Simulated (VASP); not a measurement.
# Zr (Fd-3m) in VASP: a series of runs

Zr is run at these levels: PBE; tasks: single point, relaxation of cell and atoms.

Program: VASP 6.6.1. These are calculated values, not measurements. Logs are shortened: lines on timing, memory, paths and dates and some standing lists are left out, and cuts for length are marked.

## 1. The cell of the first run

The structure is cubic, space group Fd-3m (No. 227). Conventional cell: a = 4.981 Å, b = 4.981 Å, c = 4.981 Å, α = 90.00°, β = 90.00°, γ = 90.00°. Within 2.9 Å of Zr (site symmetry -43m) lie 4 Zr at 2.16 Å.

This isn't the form of Zr at room conditions, which is hcp.

## 2. Single point, PBE

The input, INCAR:

```
SYSTEM = Zr
  PREC = Accurate
  ENCUT = 520
  EDIFF = 1E-6
  ISMEAR = -1
  SIGMA = 0.08
  LREAL = .False.
  LASPH = .True.
  NELM = 80
  ALGO = Normal
  ISIF = 2
  LWAVE = .False.
  LCHARG = .False.
  GGA = PE
  NBANDS = 19
```

The input, KPOINTS:

```
Automatic mesh
0
Gamma
  13 13 13
  0 0 0
```

The input, POSCAR:

```
Zr
1.0
    0.0000000000      2.4904173303      2.4904173303
    2.4904173303      0.0000000000      2.4904173303
    2.4904173303      2.4904173303      0.0000000000
Zr
2
Direct
   -0.1250000000     -0.1250000000     -0.1250000000
    0.1250000000      0.1250000000      0.1250000000
```

Potentials or basis: VASP PAW PBE potentials, release 64 (Zr_sv).

Run with:

```sh
$ cat potpaw_PBE.64/Zr_sv/POTCAR > POTCAR
$ mpirun -np 1 vasp_std > vasp.out
```

OUTCAR:

```text
SYSTEM = Zr
   PREC = Accurate
   ENCUT = 520
   EDIFF = 1E-6
   ISMEAR = -1
   LREAL = .False.
   LASPH = .True.
   NELM = 80
   ISIF = 2
   GGA = PE

 ion  position               nearest neighbor table
   1  0.875  0.875  0.875-   2 2.16   2 2.16   2 2.16   2 2.16
   2  0.125  0.125  0.125-   1 2.16   1 2.16   1 2.16   1 2.16

  LATTYP: Found a face centered cubic cell.
 ALAT       =     4.9808346606

  Lattice vectors:

 A1 = (   0.0000000000,   2.4904173303,   2.4904173303)
 A2 = (   2.4904173303,   0.0000000000,   2.4904173303)
 A3 = (   2.4904173303,   2.4904173303,   0.0000000000)

Analysis of symmetry for initial positions (statically):
=====================================================================
 Subroutine PRICEL returns:
 Original cell was already a primitive cell.

 Routine SETGRP: Setting up the symmetry group for a
 face centered cubic supercell.

 Subroutine GETGRP returns: Found 48 space group operations
 (whereof 12 operations were pure point group operations)
 out of a pool of 48 trial point group operations.

The static configuration has the point symmetry D_3d.
 The point group associated with its full space group is O_h .

Analysis of symmetry for dynamics (positions and initial velocities):
=====================================================================
 Subroutine PRICEL returns:
 Original cell was already a primitive cell.

 Routine SETGRP: Setting up the symmetry group for a
 face centered cubic supercell.

 Subroutine GETGRP returns: Found 48 space group operations
 (whereof 12 operations were pure point group operations)
 out of a pool of 48 trial point group operations.

The dynamic configuration has the point symmetry D_3d.
 The point group associated with its full space group is O_h .

 Subroutine INISYM returns: Found 48 space group operations
 (whereof 12 operations are pure point group operations),
 and found     1 'primitive' translations

----------------------------------------------------------------------------------------

                                     Primitive cell

  volume of cell :      30.8920

  direct lattice vectors                    reciprocal lattice vectors
     0.000000000  2.490417330  2.490417330    -0.200769563  0.200769563  0.200769563
     2.490417330  0.000000000  2.490417330     0.200769563 -0.200769563  0.200769563
     2.490417330  2.490417330  0.000000000     0.200769563  0.200769563 -0.200769563

  length of vectors
     3.521981964  3.521981964  3.521981964     0.347743084  0.347743084  0.347743084

  position of ions in fractional coordinates (direct lattice)
     0.875000000  0.875000000  0.875000000
     0.125000000  0.125000000  0.125000000

  ion indices of the primitive-cell ions
   primitive index   ion index
                 1           1
                 2           2

----------------------------------------------------------------------------------------

 KPOINTS: Automatic mesh

Automatic generation of k-mesh.
 Grid dimensions read from file:
 generate k-points for:   13   13   13

 Generating k-lattice:

  Cartesian coordinates                     Fractional coordinates (reciprocal lattice)
    -0.015443813  0.015443813  0.015443813     0.076923077  0.000000000  0.000000000
     0.015443813 -0.015443813  0.015443813     0.000000000  0.076923077  0.000000000
     0.015443813  0.015443813 -0.015443813     0.000000000  0.000000000  0.076923077

  Length of vectors
     0.026749468  0.026749468  0.026749468

  Shift w.r.t. Gamma in fractional coordinates (k-lattice)
     0.000000000  0.000000000  0.000000000

 Subroutine IBZKPT returns following result:
 ===========================================

 Found     84 irreducible k-points:

 Following reciprocal coordinates:
            Coordinates               Weight
  0.000000  0.000000  0.000000      1.000000
  0.076923  0.000000  0.000000      8.000000
  0.153846  0.000000  0.000000      8.000000
  0.230769  0.000000  0.000000      8.000000
  0.307692  0.000000  0.000000      8.000000
  0.384615  0.000000  0.000000      8.000000
[... 16 lines left out ...]
  0.384615  0.153846  0.000000     24.000000
  0.461538  0.153846  0.000000     24.000000
 [... further k-points ...]
   k-points           NKPTS =     84   k-points in BZ     NKDIM =     84   number of bands    NBANDS=     19
   number of dos      NEDOS =    301   number of ions     NIONS =      2
   total plane-waves  NPLWV =  21952
   dimension x,y,z NGX =    28 NGY =   28 NGZ =   28
   dimension x,y,z NGXF=    56 NGYF=   56 NGZF=   56
   ions per type =               2
   NGX,Y,Z   is equivalent  to a cutoff of  13.22, 13.22, 13.22 a.u.
   NGXF,Y,Z  is equivalent  to a cutoff of  26.43, 26.43, 26.43 a.u.
 SYSTEM =  Zr
   PREC   = accura    normal or accurate (medium, high low for compatibility)
   ISTART =      0    job   : 0-new  1-cont  2-samecut
   ICHARG =      2    charge: 1-file 2-atom 10-const
   ISPIN  =      1    spin polarized calculation?
   LNONCOLLINEAR =      F non collinear calculations
   LSORBIT =      F    spin-orbit coupling
   LASPH  =      T    aspherical Exc in radial PAW
   ENCUT  =  520.0 eV  38.22 Ry    6.18 a.u.   6.55  6.55  6.55*2*pi/ulx,y,z
   NELM   =     80;   NELMIN=  2; NELMDL= -5     # of ELM steps
   EDIFF  = 0.1E-05   stopping-criterion for ELM
   LREAL  =      F    real-space projection
   EDIFFG = 0.1E-04   stopping-criterion for IOM
   NSW    =      0    number of steps for IOM
   IBRION =     -1    ionic relax: 0-MD 1-quasi-New 2-CG
   NFREE  =      0    steps in history (QN), initial steepest desc. (CG)
   ISIF   =      2    stress and relaxation
   ISYM   =      2    0-nonsym 1-usesym 2-fastsym
   POTIM  = 0.5000    time-step for ionic-motion
   TEBEG  =    0.0;   TEEND  =   0.0 temperature during run
   PSTRESS=    0.0 pullay stress
   NELECT =      24.0000    total number of electrons
   NUPDOWN=      -1.0000    fix difference up-down
   EMIN   =  10.00;   EMAX   =-10.00  energy-range for DOS
   EFERMI =   0.00;   METHOD = LEGACY
   ISMEAR =    -1;   SIGMA  =   0.08  broadening in eV -4-tet -1-fermi 0-gaus
   EFERMI_NEDOS =   21; number of points for ismear=-14 and -15
   IALGO  =     38    algorithm
   IMIX   =      4    mixing-type and parameters
     AMIX     =   0.40;   BMIX     =  1.00
     AMIX_MAG =   1.60;   BMIX_MAG =  1.00
  volume/ion in A,a.u.               =      15.45       104.23
  Fermi-wavevector in a.u.,A,eV,Ry     =   1.504977  2.843994 30.816583  2.264955
  Thomas-Fermi vector in A             =   2.615886
   LORBIT       =      0    0 simple, 1 ext, 2 COOP (PROOUT), +10 PAW based schemes
   GGA     = PE    functional components
   LHFCALC =     F    Hartree Fock is set to
   AEXX    =    0.0000 exact exchange contribution
   IVDW    =     0    specifies the selected vdW correction
   LEPSILON=     F    determine dielectric tensor
   LRPA    =     F    only Hartree local field effects (RPA)
 non-spin polarized calculation
  energy-cutoff  :      520.00
  volume of cell :       30.89
 maximum number of plane-waves:       869
 NGX is ok and might be reduce to    28
   NGX = 13   NGY = 13   NGZ = 13

 number of electron      23.9999999 magnetization

 Free energy of the ion-electron system (eV)
  ---------------------------------------------------
  ext. energy  EPLUGINS =         0.00000000
  ---------------------------------------------------
  free energy    TOTEN  =        -6.87456970 eV

  energy without entropy =       -6.82099284  energy(sigma->0) =       -6.84778127

 E-fermi :  14.2285     XC(G=0): -12.7565

 val. band max:       14.2261214520   @ k =  -0.0769   0.0769   0.0000
 cond. band min:      14.2330229412   @ k =   0.4615   0.1538   0.0000
 fundamental gap:      0.0069014892
 Fermi energy:        14.2284652440

 k-point     1 :       0.0000    0.0000    0.0000
  band No.  band energies     occupation
      1     -36.6385      2.00000
      2     -32.2988      2.00000
      3     -15.0703      2.00000
      4     -15.0703      2.00000
      5     -15.0703      2.00000
      6     -11.1630      2.00000
[... 11 lines left out ...]
     18      24.7955      0.00000
     19      24.7987      0.00000

 k-point     2 :       0.0769    0.0000    0.0000
  band No.  band energies     occupation
      1     -36.6004      2.00000
      2     -32.3605      2.00000
      3     -15.1090      2.00000
      4     -15.1090      2.00000
      5     -15.0667      2.00000
      6     -11.1232      2.00000
[... 11 lines left out ...]
     18      24.7196      0.00000
     19      24.7256      0.00000

 k-point     3 :       0.1538    0.0000    0.0000
  band No.  band energies     occupation
      1     -36.4894      2.00000
      2     -32.5365      2.00000
      3     -15.2111      2.00000
      4     -15.2111      2.00000
      5     -15.0628      2.00000
      6     -11.0028      2.00000
[... 11 lines left out ...]
     18      24.5190      0.00000
     19      24.5190      0.00000

 k-point     4 :       0.2308    0.0000    0.0000
  band No.  band energies     occupation
      1     -36.3160      2.00000
      2     -32.7999      2.00000
      3     -15.3443      2.00000
      4     -15.3443      2.00000
      5     -15.0710      2.00000
      6     -10.8094      2.00000
[... 11 lines left out ...]
     18      24.2402      0.00000
     19      24.2402      0.00000

 k-point     5 :       0.3077    0.0000    0.0000
  band No.  band energies     occupation
      1     -36.1015      2.00000
      2     -33.1078      2.00000
      3     -15.4744      2.00000
      4     -15.4744      2.00000
      5     -15.0948      2.00000
      6     -10.5751      2.00000
[... 11 lines left out ...]
     18      23.8857      0.00000
     19      23.8857      0.00000
[... 334 lines left out ...]
      2     -32.8189      2.00000
      3     -15.5333      2.00000
      4     -15.5226      2.00000
      5     -14.6004      2.00000
      6     -11.4251      2.00000
[... 11 lines left out ...]
     18      22.3603      0.00000
     19      24.9360      0.00000

 k-point    22 :       0.3077    0.1538    0.0000
  band No.  band energies     occupation
      1     -36.1124      2.00000
      2     -33.0922      2.00000
      3     -15.7083      2.00000
      4     -15.6486      2.00000
      5     -14.4939      2.00000
      6     -11.3833      2.00000
[... 11 lines left out ...]
     18      21.8671      0.00000
     19      24.7770      0.00000

 k-point    23 :       0.3846    0.1538    0.0000
  band No.  band energies     occupation
      1     -35.8899      2.00000
      2     -33.3938      2.00000
      3     -15.8848      2.00000
      4     -15.7389      2.00000
      5     -14.4250      2.00000
      6     -11.2770      2.00000
[... 11 lines left out ...]
     18      21.6282      0.00000
     19      24.1316      0.00000

 k-point    24 :       0.4615    0.1538    0.0000
  band No.  band energies     occupation
      1     -35.6841      2.00000
      2     -33.6576      2.00000
      3     -16.0284      2.00000
      4     -15.7786      2.00000
      5     -14.3969      2.00000
      6     -11.1478      2.00000
[... 11 lines left out ...]
     18      22.0350      0.00000
     19      23.2785      0.00000

 [... further k-points ...]

------------------------ aborting loop because EDIFF is reached ----------------------------------------

  FORCE on cell =-STRESS in cart. coord.  units (eV):
  Direction    XX          YY          ZZ          XY          YZ          ZX
  --------------------------------------------------------------------------------------
  -------------------------------------------------------------------------------------
  Total       21.7319120     21.7319120     21.7319120      0.0000000      0.0000000      0.0000000
  in kB     1127.0991824   1127.0991824   1127.0991824      0.0000000      0.0000000      0.0000000
  external PRESSURE =    1127.0991824 kB  Pullay stress =       0.0000000 kB

 VOLUME and BASIS-vectors are now :
 -----------------------------------------------------------------------------
  energy-cutoff  :      520.00
  volume of cell :       30.89
      direct lattice vectors                 reciprocal lattice vectors
     0.000000000  2.490417330  2.490417330    -0.200769563  0.200769563  0.200769563
     2.490417330  0.000000000  2.490417330     0.200769563 -0.200769563  0.200769563
     2.490417330  2.490417330  0.000000000     0.200769563  0.200769563 -0.200769563

 POSITION                                       TOTAL-FORCE (eV/Angst)
 -----------------------------------------------------------------------------------
      4.35823      4.35823      4.35823         0.000000      0.000000      0.000000
      0.62260      0.62260      0.62260        -0.000000     -0.000000     -0.000000
 -----------------------------------------------------------------------------------
    total drift:                                0.000000     -0.000000     -0.000000

  FREE ENERGIE OF THE ION-ELECTRON SYSTEM (eV)
  ---------------------------------------------------
  free  energy   TOTEN  =        -6.8745696976 eV

  energy  without entropy=       -6.8209928368  energy(sigma->0) =       -6.84778127
```

It took 1.7 min on 1 thread of AMD EPYC 7R13, shared host; peak memory 0.15 GiB.

What came out:

```yaml
Free_energy: -6.8746 eV
Pressure: 112.7 GPa
Band_gap_on_the_k_mesh: zero (bands 12 and 13 overlap by 2.66 eV)
```

Caveat: the cell stands under pressure.

## 3. Single point, PBE

The input, INCAR:

```
SYSTEM = Zr
  ALGO = Normal
  EDIFF = 1E-6
  ENCUT = 520
  GGA = PE
  ISIF = 2
  ISMEAR = -1
  LASPH = .True.
  LCHARG = .True.
  LELF = .True.
  LREAL = .False.
  LVHAR = .True.
  LWAVE = .False.
  NBANDS = 19
  NELM = 60
  PREC = Accurate
  SIGMA = 0.08
```

The input, KPOINTS:

```
k-points
0
Gamma
  13 13 13
  0 0 0
```

The input, POSCAR:

```
Zr
1.0
    0.0000000000      2.4907530111      2.4907530111
    2.4907530111      0.0000000000      2.4907530111
    2.4907530111      2.4907530111      0.0000000000
Zr
2
Direct
   -0.1250000000     -0.1250000000     -0.1250000000
    0.1250000000      0.1250000000      0.1250000000
```

Potentials or basis: VASP PAW PBE potentials, release 64 (Zr_sv).

Run with:

```sh
$ cat potpaw_PBE.64/Zr_sv/POTCAR > POTCAR
$ mpirun -np 1 vasp_std > vasp.out
```

Run time: 1.8 min. Hardware: 1 thread of AMD EPYC 7R13, shared host; peak memory 0.15 GiB.

Results (log left out):

```yaml
Free_energy: -6.8834 eV
Pressure: 112.5 GPa
Band_gap_on_the_k_mesh: zero (bands 12 and 13 overlap by 2.66 eV)
```

Levels at points of the mesh, in eV from the Fermi level:
```
           k point  band 9  band 10  band 11  band 12  band 13  band 14  band 15  band 16
(0.00, 0.00, 0.00)   -5.44    -3.50    -3.50    -0.07    -0.07    -0.07     4.78     4.78
```

Caveat: the cell stands under pressure.

## 4. Relaxation of cell and atoms, PBE, target pressure 110 GPa, at which the enthalpy is minimised

This run uses another cell than the first one, of 15.18 Å³/atom.

The input, INCAR:

```
PREC = Accurate
ENCUT = 600
EDIFF = 1E-6
ISMEAR = -1
SIGMA = 0.08
LREAL = F
LASPH = T
NELM = 100
ALGO = Normal
ISIF = 3
LWAVE = F
LCHARG = F
GGA = PE
IBRION = 2
NSW = 60
EDIFFG = -0.005
PSTRESS = 1100.0
```

The input, KPOINTS:

```
regular mesh
0
Gamma
  13 13 13
```

The input, POSCAR:

```
Zr
1.0
    0.0000000000      2.4760928366      2.4760928366
    2.4760928366      0.0000000000      2.4760928366
    2.4760928366      2.4760928366      0.0000000000
Zr
2
Direct
   -0.1250000000     -0.1250000000     -0.1250000000
    0.1250000000      0.1250000000      0.1250000000
```

Run with:

```sh
$ cat potpaw_PBE.64/Zr_sv/POTCAR > POTCAR
$ mpirun -np 1 vasp_std > vasp.out
```

Wall time 5.1 min (1 thread of AMD EPYC 7R13, shared host); peak memory 0.16 GiB.

Results (log left out):

```
Free energy                                                : -6.9998 eV
Relaxed volume                                             : 15.54 Å³/atom
Relaxed cell                                               : a = 3.529 Å, b = 3.529 Å, c = 3.529 Å, α = 60.00°, β = 60.00°, γ = 60.00°
Space group after relaxing (to 0.1 Å)                      : Fd-3m (No. 227)
Energy change on relaxing (the run minimises the enthalpy) : -255.4 meV/atom
Ionic steps                                                : 4
Pressure after relaxing                                    : 110.0 GPa
Band gap on the k mesh                                     : zero (bands 12 and 13 overlap by 2.63 eV)
```

Step by step:
| step | energy change (eV) | largest force (eV/Å) | pressure (GPa) | volume (Å³) |
| --- | --- | --- | --- | --- |
| 1 | 0.0000 | 0.0000 | 121.16 | 30.36 |
| 2 | -2.7126 | 0.0000 | 63.59 | 35.25 |
| 3 | -0.5445 | 0.0000 | 109.25 | 31.12 |
| 4 | -0.5108 | 0.0000 | 109.99 | 31.07 |

Final structure:
```cif
data_structure
_symmetry_space_group_name_H-M 'P 1'
_symmetry_Int_Tables_number 1
_cell_length_a 3.5288
_cell_length_b 3.5288
_cell_length_c 3.5288
_cell_angle_alpha 60.000
_cell_angle_beta 60.000
_cell_angle_gamma 60.000
_cell_volume 31.07
loop_
_atom_site_label
_atom_site_type_symbol
_atom_site_fract_x
_atom_site_fract_y
_atom_site_fract_z
_atom_site_occupancy
Zr1 Zr 0.87500 0.87500 0.87500 1
Zr2 Zr 0.12500 0.12500 0.12500 1
```

Levels at points of the mesh, in eV from the Fermi level:
```tsv
k point	band 9	band 10	band 11	band 12	band 13	band 14	band 15	band 16
(0.00, 0.00, 0.00)	-5.43	-3.47	-3.47	-0.07	-0.07	-0.07	4.74	4.74
```

Caveat: the cell is relaxed towards a set pressure, so the run minimises the enthalpy, not the energy.

(Continued in part 2 of 2.)
